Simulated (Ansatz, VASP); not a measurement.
## Two plane-wave programs on TiO2

Contents of INCAR:

```
SYSTEM = TiO2
  PREC = Accurate
  ENCUT = 520
  EDIFF = 1E-6
  ISMEAR = 0
  SIGMA = 0.01
  LREAL = .False.
  LASPH = .True.
  NELM = 100
  ALGO = Normal
  ISIF = 2
  LWAVE = .False.
  LCHARG = .False.
  GGA = PS
  NBANDS = 33
```

File KPOINTS:

```
regular mesh
0
Gamma
  8 8 8
  0 0 0
```

The input POSCAR:

```
TiO2
1.0
   -1.9251564484      1.9251564484      4.8404137054
    1.9251564484     -1.9251564484      4.8404137054
    1.9251564484      1.9251564484     -4.8404137054
Ti O
2 4
Direct
    0.0000000000      0.0000000000      0.0000000000
    0.7500000000      0.2500000000      0.5000000000
    0.2081000000      0.2081000000      0.0000000000
    0.9581000000      0.4581000000      0.5000000000
    0.5419000000      0.0419000000      0.5000000000
    0.7919000000      0.7919000000      0.0000000000
```

Input for Ansatz:

```yaml
crystal:
  lattice:
    - [-1.9251564483980979, 1.9251564483980979, 4.840413705387808]
    - [1.9251564483980979, -1.9251564483980979, 4.840413705387808]
    - [1.9251564483980979, 1.9251564483980979, -4.840413705387808]
  atoms:
    - { symbol: Ti, position: [0.0, 0.0, 0.0] }
    - { symbol: Ti, position: [0.75, 0.25, 0.5] }
    - { symbol: O, position: [0.2081, 0.2081, 0.0] }
    - { symbol: O, position: [0.9581, 0.4581, 0.5] }
    - { symbol: O, position: [0.5419, 0.0419, 0.5] }
    - { symbol: O, position: [0.7919, 0.7919, 0.0] }
basis:
  ecutwfc: 462.593566181796
kpoints:
  mp_grid:
    grid: [8, 8, 8]
hamiltonian:
  xc: pbesol
scf:
  occupations:
    method: fixed
output:
  stress: true
```

Alike in both runs: task single point; functional PBEsol; k mesh 8 × 8 × 8; no spin polarisation.

|  | VASP | Ansatz |
| --- | --- | --- |
| version | VASP 6.6.1 | Ansatz 0.2.0 |
| potentials or method | VASP PAW PBE potentials, release 64 (Ti_sv, O), cutoff 520 eV | plane waves, PAW |
| occupations | gaussian, width 0.01 eV | fixed |
| valence electrons in the cell | 48 | 48 |

```tsv
	VASP	Ansatz	Ansatz less VASP
pressure (GPa)	-10.6	-11.1	-0.56
traceless stress, the component that is largest in VASP (GPa)	0.22	0.17	-0.053
```

VASP's potentials were made for PBE, not for PBEsol.
